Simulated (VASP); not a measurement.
# TiAl (P-6m2) in VASP: further runs, part 2 of 2

VASP 6.6.1.

### Step 3. Relaxation of cell and atoms, PBEsol, target pressure 2 GPa, at which the enthalpy is minimised

Input file INCAR:

```
SYSTEM = TiAl
ALGO = Normal ; EDIFF = 1E-7
EDIFFG = -0.01 ; ENCUT = 600
GGA = PS ; IBRION = 2
ISIF = 3 ; ISMEAR = -1
LASPH = .True. ; LCHARG = .False.
LREAL = .False. ; LWAVE = .False.
NELM = 100 ; NSW = 60
PREC = Accurate ; PSTRESS = 20.0
SIGMA = 0.05
```

Input file KPOINTS:

```
k-points
0
Gamma
  11 11 6
  0 0 0
```

Input file POSCAR:

```
TiAl
1.0
    2.8672622327      0.0000000000      0.0000000000
   -1.4336311163      2.4831219328      0.0000000000
    0.0000000000      0.0000000000      4.6780830000
Ti Al
1 1
Direct
    0.0000000000      0.0000000000      0.0000000000
    0.3333333333      0.6666666667      0.5000000000
```

Potentials or basis: VASP PAW PBE potentials, release 64 (Ti_sv, Al).

Run with:

```console
$ cat potpaw_PBE.64/Ti_sv/POTCAR potpaw_PBE.64/Al/POTCAR > POTCAR
$ mpirun -np 1 vasp_std > vasp.out
```

OUTCAR:

```text
SYSTEM = TiAl
   EDIFF = 1E-7
   EDIFFG = -0.01
   ENCUT = 600
   GGA = PS
   IBRION = 2
   ISIF = 3
   ISMEAR = -1
   LASPH = .True.
   LREAL = .False.
   NELM = 100
   NSW = 60
   PREC = Accurate
   PSTRESS = 20.0

 ion  position               nearest neighbor table
   1  0.000  0.000  0.000-   2 2.87   2 2.87   2 2.87   2 2.87   2 2.87   2 2.87
   2  0.333  0.667  0.500-   1 2.87   1 2.87   1 2.87   1 2.87   1 2.87   1 2.87

  LATTYP: Found a hexagonal cell.
 ALAT       =     2.8672622327
 C/A-ratio  =     1.6315504549

  Lattice vectors:

 A1 = (   2.8672622327,   0.0000000000,   0.0000000000)
 A2 = (  -1.4336311163,   2.4831219328,   0.0000000000)
 A3 = (   0.0000000000,   0.0000000000,   4.6780830000)

Analysis of symmetry for initial positions (statically):
=====================================================================
 Subroutine PRICEL returns:
 Original cell was already a primitive cell.

 Routine SETGRP: Setting up the symmetry group for a
 hexagonal supercell.

 Subroutine GETGRP returns: Found 12 space group operations
 (whereof 12 operations were pure point group operations)
 out of a pool of 24 trial point group operations.

The static configuration has the point symmetry D_3h.

Analysis of symmetry for dynamics (positions and initial velocities):
=====================================================================
 Subroutine PRICEL returns:
 Original cell was already a primitive cell.

 Routine SETGRP: Setting up the symmetry group for a
 hexagonal supercell.

 Subroutine GETGRP returns: Found 12 space group operations
 (whereof 12 operations were pure point group operations)
 out of a pool of 24 trial point group operations.

The dynamic configuration has the point symmetry D_3h.

 Subroutine INISYM returns: Found 12 space group operations
 (whereof 12 operations are pure point group operations),
 and found     1 'primitive' translations

----------------------------------------------------------------------------------------

[... 123 lines left out ...]
 conjugate gradient relaxation of ions
 non-spin polarized calculation
  energy-cutoff  :      600.00
  volume of cell :       33.31
 maximum number of plane-waves:      1122
 NGX is ok and might be reduce to    24
   NGX = 11   NGY = 11   NGZ = 19

--------------------------------------- Ionic step        1  -------------------------------------------

 number of electron      14.9999999 magnetization

 Free energy of the ion-electron system (eV)
  ---------------------------------------------------
  ext. energy  EPLUGINS =         0.00000000
  ---------------------------------------------------
  free energy    TOTEN  =       -12.93160339 eV

  energy without entropy =      -12.90791634  energy(sigma->0) =      -12.91975986

------------------------ aborting loop because EDIFF is reached ----------------------------------------

  FORCE on cell =-STRESS in cart. coord.  units (eV):
  Direction    XX          YY          ZZ          XY          YZ          ZX
  --------------------------------------------------------------------------------------
  -------------------------------------------------------------------------------------
  Total       -0.4843728     -0.4843728     -0.8105526     -0.0000000      0.0000000     -0.0000000
  in kB      -23.3000564    -23.3000564    -38.9904630     -0.0000000      0.0000000     -0.0000000
  external PRESSURE =     -48.5301919 kB  Pullay stress =      20.0000000 kB
[... 63 lines left out ...]
--------------------------------------- Ionic step        3  -------------------------------------------

 number of electron      15.0000004 magnetization

 Free energy of the ion-electron system (eV)
  ---------------------------------------------------
  ext. energy  EPLUGINS =         0.00000000
  ---------------------------------------------------
  free energy    TOTEN  =       -12.93673959 eV

  energy without entropy =      -12.91381908  energy(sigma->0) =      -12.92527933

 E-fermi :   8.1973     XC(G=0): -11.2199

 val. band max:        8.1827475575   @ k =   0.4545   0.0000   0.3333
 cond. band min:       8.2017037266   @ k =   0.3636   0.2727   0.3333
 fundamental gap:      0.0189561692
 Fermi energy:         8.1973486705

 k-point     1 :       0.0000    0.0000    0.0000
  band No.  band energies     occupation
      1     -47.9820      2.00000
      2     -24.4126      2.00000
      3     -23.9458      2.00000
      4     -23.9458      2.00000
      5      -0.8959      2.00000
      6       5.8783      2.00000
      7       6.4174      2.00000
      8       9.5385      0.00000
      9       9.5385      0.00000
     10      11.1077      0.00000
     11      11.1077      0.00000
[... 309 lines left out ...]
 k-point    24 :       0.1818    0.0909    0.1667
  band No.  band energies     occupation
      1     -47.9289      2.00000
      2     -24.3619      2.00000
      3     -24.2514      2.00000
      4     -24.0293      2.00000
      5       0.6982      2.00000
      6       5.8084      2.00000
      7       7.6488      1.99997
      8       8.5049      0.00426
      9      10.5505      0.00000
     10      10.7059      0.00000
     11      10.8317      0.00000

 [... further k-points ...]
[... 5 lines left out ...]
  --------------------------------------------------------------------------------------
  -------------------------------------------------------------------------------------
  Total        0.3962367      0.3962367      0.3945407      0.0000000      0.0000000      0.0000000
  in kB       19.9097827     19.9097827     19.8245657      0.0000000      0.0000000      0.0000000
  external PRESSURE =      -0.1186230 kB  Pullay stress =      20.0000000 kB
[... 21 lines left out ...]
  energy  without entropy=      -12.9138190796  energy(sigma->0) =      -12.92527933

  enthalpy is  TOTEN    =       -12.5387074438 eV   P V=        0.3980321428

 reached required accuracy - stopping structural energy minimisation
```

OSZICAR:

```text
N       E                     dE             d eps       ncg     rms          rms(c)
DAV:   1     0.930572883406E+02    0.93057E+02   -0.80796E+03  1408   0.152E+03
DAV:   2    -0.814203151516E+01   -0.10120E+03   -0.98595E+02  1450   0.345E+02
DAV:   3    -0.143228044840E+02   -0.61808E+01   -0.58993E+01  2145   0.825E+01
[... 37 lines left out ...]
DAV:   8    -0.129367383813E+02   -0.98712E-05   -0.57098E-05  1862   0.601E-02    0.672E-03
DAV:   9    -0.129367395379E+02   -0.11566E-05   -0.58279E-06  1770   0.222E-02    0.105E-03
DAV:  10    -0.129367397069E+02   -0.16902E-06   -0.57799E-07  1494   0.690E-03    0.165E-03
DAV:  11    -0.129367395945E+02    0.11247E-06   -0.10613E-07   995   0.357E-03    0.173E-04
DAV:  12    -0.129367395866E+02    0.78362E-08   -0.15503E-08   743   0.110E-03
   3 F= -.12538707E+02 E0= -.12527247E+02  d E =-.228737E-01
```

CONTCAR:

```text
TiAl
   1.00000000000000
     2.8303585445956125   -0.0000000000003999   -0.0000000000000000
    -1.4151792722487961    2.4511624014092614    0.0000000000000000
    -0.0000000000000000    0.0000000000000000    4.5960547167667674
  Ti              Al
     1     1
Direct
     0.0000000000000000    0.0000000000000000    1.0000000000000000
     0.3333333332999970    0.6666666667000030    0.5000000000000000

  0.00000000E+00  0.00000000E+00  0.00000000E+00
  0.00000000E+00  0.00000000E+00  0.00000000E+00
```

Run time: 79 s. Hardware: 1 thread of Intel Xeon Platinum 8259CL at 2.50GHz (Skylake/Cascade Lake), shared host; peak memory 0.18 GiB.

What came out:

| Property | Result |
| --- | --- |
| Free energy | -12.9367 eV |
| Relaxed volume | 15.94 Å³/atom |
| Relaxed cell | a = 2.830 Å, b = 2.830 Å, c = 4.596 Å, α = 90.00°, β = 90.00°, γ = 120.00° |
| Space group after relaxing (to 0.05 Å) | P-6m2 (No. 187) |
| Energy change on relaxing (the enthalpy is what falls) | -2.6 meV/atom |
| Ionic steps | 3 |
| Pressure after relaxing | 2.0 GPa |

Step by step:
| step | energy change (eV) | largest force (eV/Å) | pressure (GPa) | volume (Å³) |
| --- | --- | --- | --- | --- |
| 1 | 0.0000 | 0.0000 | -2.85 | 33.31 |
| 2 | 0.0182 | 0.0000 | 5.86 | 30.93 |
| 3 | -0.0051 | 0.0000 | 1.99 | 31.89 |

Final structure:
```
Ti Al
1.0
     2.83036    0.00000    0.00000
    -1.41518    2.45116    0.00000
     0.00000    0.00000    4.59605
Ti Al
1 1
Direct
  0.00000 0.00000 0.00000
  0.33333 0.66667 0.50000
```

Caveat: the cell is relaxed towards a set pressure, so the enthalpy falls and the energy may rise; the PAW data sets were made with another functional, which shifts forces and pressure a little.
